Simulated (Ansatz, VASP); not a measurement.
## Re in VASP and in Ansatz

File INCAR:

```
PREC = Accurate ; ENCUT = 520
EDIFF = 1E-6 ; ISMEAR = -1
SIGMA = 0.05 ; LREAL = False
LASPH = True ; NELM = 60
ALGO = Normal ; ISIF = 2
LWAVE = False ; LCHARG = True
GGA = PS ; LELF = True
LVHAR = True ; NBANDS = 14
```

The input KPOINTS:

```
regular mesh
0
Gamma
  18 18 10
```

The input POSCAR:

```
Re
1.0
    2.5497657329      0.0000000000      0.0000000000
   -1.2748828664      2.2081618983      0.0000000000
    0.0000000000      0.0000000000      4.0770373845
Re
2
Direct
    0.3333333333      0.6666666667      0.2500000000
    0.6666666667      0.3333333333      0.7500000000
```

Input for Ansatz:

```yaml
crystal:
  lattice:
    - [2.5497657329, 0.0, 0.0]
    - [-1.2748828664, 2.2081618983, 0.0]
    - [0.0, 0.0, 4.0770373845]
  atoms:
    - { symbol: Re, position: [0.3333333333, 0.6666666667, 0.25] }
    - { symbol: Re, position: [0.6666666667, 0.3333333333, 0.75] }
kpoints:
  mp_grid: { grid: [18, 18, 10] }
  band_path:
    path:
      - [0.0, 0.0, 0.0]
      - [0.5, 0.0, 0.0]
      - [0.3333333333, 0.3333333333, 0.0]
      - [0.0, 0.0, 0.0]
      - [0.0, 0.0, 0.5]
      - [0.5, 0.0, 0.5]
      - [0.3333333333, 0.3333333333, 0.5]
      - [0.0, 0.0, 0.5]
      - [0.5, 0.0, 0.5]
    npoints: 5
scf:
  occupations: { method: fermi_dirac, width: 0.05 }
hamiltonian:
  xc: pbesol
  pseudopotentials: { kind: all_electron, lapw: { basis_error: 0.00025 } }
output:
  forces: true
  stress: true
  eigenvalues: true
```

Change from the starting cell: volume scaled by 0.94.

Alike in both runs: task single point; functional PBEsol; k mesh 18 × 18 × 10; occupations fermi-dirac, width 0.05 eV; no spin polarisation.

```csv
,VASP,Ansatz
version,VASP 6.6.1,Ansatz 0.2.0
potentials or method,"VASP PAW PBE potentials, release 64 (Re), cutoff 520 eV","all-electron LAPW, scalar-relativistic"
```

|  | VASP | Ansatz | Ansatz less VASP |
| --- | --- | --- | --- |
| pressure (GPa) | 159.6 | 153.6 | -6.07 |
| traceless stress, the component that is largest in VASP (GPa) | 6.15 | 6.07 | -0.082 |

VASP's potentials were made for PBE, not for PBEsol. Both programs put the cell under a high pressure, so it lies far from rest at this level. Ansatz ran all-electron here, and VASP with PAW potentials.

Spin-orbit coupling is off throughout. Noted on VASP's run: the cell as given lies far from equilibrium.
